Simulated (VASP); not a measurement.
## CdTe: single point with r2SCAN

The system is CdTe.

```
CELL_PARAMETERS angstrom
0.00000 3.25000 3.25000
3.25000 0.00000 3.25000
3.25000 3.25000 0.00000
ATOMIC_POSITIONS crystal
Cd 0.00000 0.00000 0.00000
Te 0.25000 0.25000 0.25000
```

```json
{
  "Program": "VASP 6.6.1",
  "Task": "single point",
  "Functional": "r2SCAN",
  "Potentials or basis": "VASP PAW PBE potentials, release 64 (Cd, Te)",
  "Cutoff": "550 eV",
  "k mesh": "6 × 6 × 6",
  "Occupations": "gaussian, width 0.1 eV",
  "Spin": "no spin polarisation",
  "Dipole correction": "no",
  "Further INCAR settings": "ALGO = Normal; EDIFF = 1e-06; NBANDS = 16"
}
```

* Pressure: 1.2 GPa
* Band gap on the k mesh: 1.24 eV

Levels at points of the mesh, in eV from the valence-band top:
| k point | band 6 | band 7 | band 8 | band 9 | band 10 | band 11 | band 12 | band 13 |
| --- | --- | --- | --- | --- | --- | --- | --- | --- |
| (0.00, 0.00, 0.00) | -8.26 | 0.00 | 0.00 | 0.00 | 1.24 | 5.03 | 5.03 | 5.03 |
| (0.50, 0.00, 0.00) | -7.89 | -4.45 | -0.78 | -0.78 | 2.22 | 5.59 | 5.59 | 7.41 |
| (0.50, 0.50, 0.00) | -7.74 | -4.31 | -1.88 | -1.88 | 2.90 | 2.99 | 9.41 | 9.77 |

Wall time 81 s on 1 thread of Intel Xeon 8259CL, with other jobs on the host, peak memory 0.23 GiB.

Caveat: the PAW data sets were made with another functional, which shifts forces and pressure a little; spin-orbit coupling is left out, which moves the levels of the heavy elements.
